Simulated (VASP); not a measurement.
# Rh (C2/m) in VASP: electric field gradients with PBEsol

Aim: the electric field gradients of Rh with PBEsol.

Program: VASP 6.6.1. These are calculated values, not measurements. Logs are shortened: lines on timing, memory, paths and dates and some standing lists are left out, and cuts for length are marked.

### 1 The cell of the first run

The structure is monoclinic, space group C2/m (No. 12). Conventional cell: a = 4.704 Å, b = 2.716 Å, c = 4.399 Å, α = 90.00°, β = 90.00°, γ = 90.00°. Within 2.8 Å of Rh (site symmetry m) lie 9 Rh at 2.05 to 2.72 Å.

### 2 Electric field gradients, PBEsol (shortest bond scaled by 0.76)

INCAR

```
SYSTEM = Rh
PREC = Accurate ; ENCUT = 520
EDIFF = 1E-8 ; ISMEAR = -1
SIGMA = 0.05 ; LREAL = .FALSE.
LASPH = .TRUE. ; NELM = 80
ALGO = Normal ; ISIF = 2
LWAVE = .FALSE. ; LCHARG = .FALSE.
GGA = PS ; LEFG = .TRUE.
NBANDS = 22
```

KPOINTS

```
Automatic mesh
0
G
  13 13 7
  0 0 0
```

POSCAR

```
Rh
1.0
    2.7157318845      0.0000000000      0.0000000000
   -1.3578659422      2.3518928018      0.0000000000
    0.0000000000      0.0000000000      4.3994856529
Rh
2
Direct
    0.2533333333      0.6266666667      0.1900000000
    0.7466666667      0.3733333333      0.8100000000
```

Potentials or basis: VASP PAW PBE potentials, release 64 (Rh_pv).

The run is started by

```console
> cat potpaw_PBE.64/Rh_pv/POTCAR > POTCAR
> mpirun -np 1 vasp_std > vasp.out
```

OUTCAR:

```text
SYSTEM = Rh
   PREC = Accurate
   ENCUT = 520
   EDIFF = 1E-8
   ISMEAR = -1
   LREAL = .FALSE.
   LASPH = .TRUE.
   NELM = 80
   ISIF = 2
   GGA = PS

 ion  position               nearest neighbor table
   1  0.253  0.627  0.190-   2 2.05   2 2.45   2 2.45   2 2.98   2 3.26   2 3.26
   2  0.747  0.373  0.810-   1 2.05   1 2.45   1 2.45   1 2.98   1 3.26   1 3.26

  LATTYP: Found a hexagonal cell.
 ALAT       =     2.7157318845
 C/A-ratio  =     1.6200000000

  Lattice vectors:

 A1 = (   2.7157318845,   0.0000000000,   0.0000000000)
 A2 = (  -1.3578659422,   2.3518928018,   0.0000000000)
 A3 = (   0.0000000000,   0.0000000000,   4.3994856529)

Analysis of symmetry for initial positions (statically):
=====================================================================
 Subroutine PRICEL returns:
 Original cell was already a primitive cell.

 Routine SETGRP: Setting up the symmetry group for a
 hexagonal supercell.

 Subroutine GETGRP returns: Found  4 space group operations
 (whereof  4 operations were pure point group operations)
 out of a pool of 24 trial point group operations.

The static configuration has the point symmetry C_2h.

Analysis of symmetry for dynamics (positions and initial velocities):
=====================================================================
 Subroutine PRICEL returns:
 Original cell was already a primitive cell.

 Routine SETGRP: Setting up the symmetry group for a
 hexagonal supercell.

 Subroutine GETGRP returns: Found  4 space group operations
 (whereof  4 operations were pure point group operations)
 out of a pool of 24 trial point group operations.

The dynamic configuration has the point symmetry C_2h.

 Subroutine INISYM returns: Found  4 space group operations
 (whereof  4 operations are pure point group operations),
 and found     1 'primitive' translations

----------------------------------------------------------------------------------------

                                     Primitive cell

  volume of cell :      28.1000

  direct lattice vectors                    reciprocal lattice vectors
     2.715731884  0.000000000  0.000000000     0.368224863  0.212594724  0.000000000
    -1.357865942  2.351892802  0.000000000     0.000000000  0.425189447  0.000000000
     0.000000000  0.000000000  4.399485653     0.000000000  0.000000000  0.227299298

  length of vectors
     2.715731884  2.715731884  4.399485653     0.425189447  0.425189447  0.227299298

  position of ions in fractional coordinates (direct lattice)
     0.253333333  0.626666667  0.190000000
     0.746666667  0.373333333  0.810000000

  ion indices of the primitive-cell ions
   primitive index   ion index
                 1           1
                 2           2

----------------------------------------------------------------------------------------

 KPOINTS: Automatic mesh

Automatic generation of k-mesh.
 Grid dimensions read from file:
 generate k-points for:   13   13    7

 Generating k-lattice:

  Cartesian coordinates                     Fractional coordinates (reciprocal lattice)
     0.028324989  0.016353440  0.000000000     0.076923077  0.000000000  0.000000000
     0.000000000  0.032706881  0.000000000     0.000000000  0.076923077  0.000000000
     0.000000000  0.000000000  0.032471328     0.000000000  0.000000000  0.142857143

  Length of vectors
     0.032706881  0.032706881  0.032471328

  Shift w.r.t. Gamma in fractional coordinates (k-lattice)
     0.000000000  0.000000000  0.000000000

 Subroutine IBZKPT returns following result:
 ===========================================

 Found    322 irreducible k-points:

 Following reciprocal coordinates:
            Coordinates               Weight
  0.000000  0.000000  0.000000      1.000000
  0.076923 -0.000000  0.000000      2.000000
  0.000000  0.076923  0.000000      4.000000
  0.153846 -0.000000  0.000000      2.000000
  0.000000  0.153846  0.000000      4.000000
  0.230769 -0.000000  0.000000      2.000000
[... 16 lines left out ...]
 -0.076923  0.384615  0.000000      4.000000
 -0.384615  0.307692  0.000000      4.000000
 [... further k-points ...]
   k-points           NKPTS =    322   k-points in BZ     NKDIM =    322   number of bands    NBANDS=     22
   number of dos      NEDOS =    301   number of ions     NIONS =      2
   total plane-waves  NPLWV =  14400
   dimension x,y,z NGX =    20 NGY =   20 NGZ =   36
   dimension x,y,z NGXF=    40 NGYF=   40 NGZF=   72
   ions per type =               2
   NGX,Y,Z   is equivalent  to a cutoff of  12.24, 12.24, 13.60 a.u.
   NGXF,Y,Z  is equivalent  to a cutoff of  24.49, 24.49, 27.21 a.u.
 SYSTEM =  Rh
   PREC   = accura    normal or accurate (medium, high low for compatibility)
   ISTART =      0    job   : 0-new  1-cont  2-samecut
   ICHARG =      2    charge: 1-file 2-atom 10-const
   ISPIN  =      1    spin polarized calculation?
   LNONCOLLINEAR =      F non collinear calculations
   LSORBIT =      F    spin-orbit coupling
   LASPH  =      T    aspherical Exc in radial PAW
   ENCUT  =  520.0 eV  38.22 Ry    6.18 a.u.   5.05  5.05  8.18*2*pi/ulx,y,z
   NELM   =     80;   NELMIN=  2; NELMDL= -5     # of ELM steps
   EDIFF  = 0.1E-07   stopping-criterion for ELM
   LREAL  =      F    real-space projection
   EDIFFG = 0.1E-06   stopping-criterion for IOM
   NSW    =      0    number of steps for IOM
   IBRION =     -1    ionic relax: 0-MD 1-quasi-New 2-CG
   NFREE  =      0    steps in history (QN), initial steepest desc. (CG)
   ISIF   =      2    stress and relaxation
   ISYM   =      2    0-nonsym 1-usesym 2-fastsym
   POTIM  = 0.5000    time-step for ionic-motion
   TEBEG  =    0.0;   TEEND  =   0.0 temperature during run
   PSTRESS=    0.0 pullay stress
   NELECT =      30.0000    total number of electrons
   NUPDOWN=      -1.0000    fix difference up-down
   EMIN   =  10.00;   EMAX   =-10.00  energy-range for DOS
   EFERMI =   0.00;   METHOD = LEGACY
   ISMEAR =    -1;   SIGMA  =   0.05  broadening in eV -4-tet -1-fermi 0-gaus
   EFERMI_NEDOS =   21; number of points for ismear=-14 and -15
   IALGO  =     38    algorithm
   IMIX   =      4    mixing-type and parameters
     AMIX     =   0.40;   BMIX     =  1.00
     AMIX_MAG =   1.60;   BMIX_MAG =  1.00
  volume/ion in A,a.u.               =      14.05        94.81
  Fermi-wavevector in a.u.,A,eV,Ry     =   1.673195  3.161879 38.090604  2.799580
  Thomas-Fermi vector in A             =   2.758209
   LORBIT       =      0    0 simple, 1 ext, 2 COOP (PROOUT), +10 PAW based schemes
   GGA     = PS    functional components
   LHFCALC =     F    Hartree Fock is set to
   AEXX    =    0.0000 exact exchange contribution
   IVDW    =     0    specifies the selected vdW correction
   LEPSILON=     F    determine dielectric tensor
   LRPA    =     F    only Hartree local field effects (RPA)
 non-spin polarized calculation
  energy-cutoff  :      520.00
  volume of cell :       28.10
 maximum number of plane-waves:       774
   NGX = 11   NGY = 11   NGZ = 17

 number of electron      29.9999988 magnetization

 Free energy of the ion-electron system (eV)
  ---------------------------------------------------
  ext. energy  EPLUGINS =         0.00000000
  ---------------------------------------------------
  free energy    TOTEN  =       -13.67251280 eV

  energy without entropy =      -13.65331413  energy(sigma->0) =      -13.66291346

 E-fermi :  11.6889     XC(G=0): -13.8893

 val. band max:       11.6835379605   @ k =  -0.4615   0.0000   0.4286
 cond. band min:      11.6907879440   @ k =   0.3077   0.3077   0.2857
 fundamental gap:      0.0072499835
 Fermi energy:        11.6889239048

 k-point     1 :       0.0000    0.0000    0.0000
  band No.  band energies     occupation
      1     -36.7959      2.00000
      2     -35.1785      2.00000
      3     -34.9869      2.00000
      4     -34.9506      2.00000
      5     -34.9141      2.00000
      6     -34.6025      2.00000
[... 14 lines left out ...]
     21      29.3322      0.00000
     22      31.8842      0.00000

 k-point     2 :       0.0769   -0.0000    0.0000
  band No.  band energies     occupation
      1     -36.7959      2.00000
      2     -35.2378      2.00000
      3     -35.0403      2.00000
      4     -34.9119      2.00000
      5     -34.9037      2.00000
      6     -34.6082      2.00000
[... 14 lines left out ...]
     21      29.6696      0.00000
     22      31.6119      0.00000

 k-point     3 :       0.0000    0.0769    0.0000
  band No.  band energies     occupation
      1     -36.7932      2.00000
      2     -35.2101      2.00000
      3     -35.0275      2.00000
      4     -34.9800      2.00000
      5     -34.8821      2.00000
      6     -34.6041      2.00000
[... 14 lines left out ...]
     21      29.4034      0.00000
     22      31.8759      0.00000

 k-point     4 :       0.1538   -0.0000    0.0000
  band No.  band energies     occupation
      1     -36.7990      2.00000
      2     -35.3663      2.00000
      3     -35.1171      2.00000
      4     -34.9115      2.00000
      5     -34.8757      2.00000
      6     -34.6193      2.00000
[... 14 lines left out ...]
     21      30.1925      0.00000
     22      30.5621      0.00000

 k-point     5 :       0.0000    0.1538    0.0000
  band No.  band energies     occupation
      1     -36.7867      2.00000
      2     -35.3131      2.00000
      3     -35.0893      2.00000
      4     -35.0142      2.00000
      5     -34.8748      2.00000
      6     -34.6075      2.00000
[... 417 lines left out ...]
 k-point    22 :       0.3077    0.0769    0.0000
  band No.  band energies     occupation
      1     -36.8460      2.00000
      2     -35.6917      2.00000
      3     -35.3160      2.00000
      4     -34.9804      2.00000
      5     -34.8608      2.00000
      6     -34.6894      2.00000
[... 14 lines left out ...]
     21      25.4244      0.00000
     22      28.0273      0.00000

 k-point    23 :      -0.0769    0.3846    0.0000
  band No.  band energies     occupation
      1     -36.7692      2.00000
      2     -35.6662      2.00000
      3     -35.2972      2.00000
      4     -35.0347      2.00000
      5     -34.9755      2.00000
      6     -34.6287      2.00000
[... 14 lines left out ...]
     21      26.0671      0.00000
     22      28.0494      0.00000

 k-point    24 :      -0.3846    0.3077    0.0000
  band No.  band energies     occupation
      1     -36.7884      2.00000
      2     -35.6995      2.00000
      3     -35.2297      2.00000
      4     -35.0667      2.00000
      5     -34.9448      2.00000
      6     -34.6456      2.00000
[... 14 lines left out ...]
     21      25.8751      0.00000
     22      28.0390      0.00000

 [... further k-points ...]
[... 5 lines left out ...]
  --------------------------------------------------------------------------------------
  -------------------------------------------------------------------------------------
  Total        8.1469041      3.6378324     13.1670524      3.9049707      3.9125979      6.7768175
  in kB      464.5119244    207.4182398    750.7456513    222.6496620    223.0845450    386.3937154
  external PRESSURE =     474.2252718 kB  Pullay stress =       0.0000000 kB

 VOLUME and BASIS-vectors are now :
 -----------------------------------------------------------------------------
  energy-cutoff  :      520.00
  volume of cell :       28.10
      direct lattice vectors                 reciprocal lattice vectors
     2.715731884  0.000000000  0.000000000     0.368224863  0.212594724  0.000000000
    -1.357865942  2.351892802  0.000000000     0.000000000  0.425189447  0.000000000
     0.000000000  0.000000000  4.399485653     0.000000000  0.000000000  0.227299298

 POSITION                                       TOTAL-FORCE (eV/Angst)
 -----------------------------------------------------------------------------------
     -0.16294      1.47385      0.83590         4.100124      2.367208     10.650974
      1.52081      0.87804      3.56358        -4.100124     -2.367208    -10.650974
 -----------------------------------------------------------------------------------
    total drift:                               -0.000000     -0.000000      0.000000

  FREE ENERGIE OF THE ION-ELECTRON SYSTEM (eV)
  ---------------------------------------------------
  free  energy   TOTEN  =       -13.6725127966 eV

  energy  without entropy=      -13.6533141318  energy(sigma->0) =      -13.66291346

 Electric field gradients (V/A^2)
---------------------------------------------------------------------
 ion       V_xx      V_yy      V_zz      V_xy      V_xz      V_yz
---------------------------------------------------------------------
   1     -34.207   -31.712    65.919    -2.162    61.971    35.779
   2     -34.207   -31.712    65.919    -2.162    61.971    35.779
---------------------------------------------------------------------

 Electric field gradients after diagonalization (V/A^2)
 (convention: |V_zz| > |V_xx| > |V_yy|)
----------------------------------------------------------------------
 ion       V_xx      V_yy      V_zz     asymmetry (V_yy - V_xx)/ V_zz
----------------------------------------------------------------------
   1     -72.460   -30.463   102.923       0.408
   2     -72.460   -30.463   102.923       0.408
----------------------------------------------------------------------

           NMR quadrupolar parameters

 Cq : quadrupolar parameter    Cq=e*Q*V_zz/h
 eta: asymmetry parameters     (V_yy - V_xx)/ V_zz
 Q  : nuclear electric quadrupole moment in mb (millibarn)
----------------------------------------------------------------------
 ion       Cq(MHz)       eta       Q (mb)
----------------------------------------------------------------------
   1       0.249       0.408       1.000
   2       0.249       0.408       1.000
----------------------------------------------------------------------
```

It took 3.6 min on 1 thread of Intel Xeon 8259CL, shared host; peak memory 0.26 GiB.

Results:

- Free energy: -13.6725 eV
- Pressure: 47.4 GPa
- Largest force: 11.656 eV/Å
- Band gap on the k mesh: zero (bands 15 and 16 overlap by 1.60 eV)
- Largest electric field gradient by atom: Rh +102.9 V/Å²

Forces in eV/Å, atoms in the order of the input:
```
Rh    4.100   2.367  10.651
Rh   -4.100  -2.367 -10.651
```

Levels at points of the mesh, in eV from the Fermi level:
| k point | band 13 | band 14 | band 15 | band 16 | band 17 | band 18 |
| --- | --- | --- | --- | --- | --- | --- |
| (0.00, 0.00, 0.00) | -2.50 | -1.78 | -0.37 | -0.32 | 1.19 | 1.94 |

Electric field gradients, principal values (V/Å²):
```csv
atom,least,middle,greatest (by size)
1 Rh,-30.463,-72.460,102.923
2 Rh,-30.463,-72.460,102.923
```

Caveat: the cell differs from its parent crystal (shortest bond scaled by 0.76); the cell stands under pressure; without QUAD_EFG the Cq values of the log hold for a quadrupole moment of 1 mb, not for the nuclei; the PAW data sets were made with another functional, which shifts forces and pressure a little.
